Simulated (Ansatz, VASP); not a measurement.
## K: VASP beside Ansatz

File INCAR:

```
SYSTEM = K
ALGO = Fast ; EDIFF = 1E-6
ENCUT = 520 ; GGA = PE
ISIF = 2 ; ISMEAR = 0
LASPH = .TRUE. ; LCHARG = .FALSE.
LREAL = .FALSE. ; LWAVE = .FALSE.
NBANDS = 10 ; NELM = 80
PREC = Accurate ; SIGMA = 0.1
```

Contents of KPOINTS:

```
k-points
0
G
  12 12 12
  0 0 0
```

Contents of POSCAR:

```
K
1.0
   -2.5307563550      2.5307563550      2.5307563550
    2.5307563550     -2.5307563550      2.5307563550
    2.5307563550      2.5307563550     -2.5307563550
K
1
Direct
    0.0000000000      0.0000000000      0.0000000000
```

Input for Ansatz:

```yaml
crystal:
  lattice:
    - [-2.530756355, 2.530756355, 2.530756355]
    - [2.530756355, -2.530756355, 2.530756355]
    - [2.530756355, 2.530756355, -2.530756355]
  atoms:
    - { symbol: K, position: [0.0, 0.0, 0.0] }
basis:
  ecutwfc: 420
kpoints:
  mp_grid: { grid: [12, 12, 12] }
hamiltonian:
  xc: pbe
scf:
  occupations: { method: gaussian, width: 0.1 }
output:
  forces: true
  stress: true
  eigenvalues: true
```

Alike in both runs: task single point; functional PBE; k mesh 12 × 12 × 12; occupations gaussian, width 0.1 eV; no spin polarisation.

|  | VASP | Ansatz |
| --- | --- | --- |
| version | VASP 6.6.1 | Ansatz 0.2.0 |
| potentials or method | VASP PAW PBE potentials, release 64 (K_sv), cutoff 520 eV | scalar-relativistic, plane waves, PAW |
| valence electrons in the cell | 9 | 9 |

```tsv
	VASP	Ansatz	Ansatz less VASP
gap on the k mesh at the Fermi level (eV)	none	none	-
pressure (GPa)	0.6	0.6	+0.01
```

A gap of «none» marks a metal or a gap that the smearing closes. With one functional, cell and mesh, what is left measures potentials, basis and numerics.
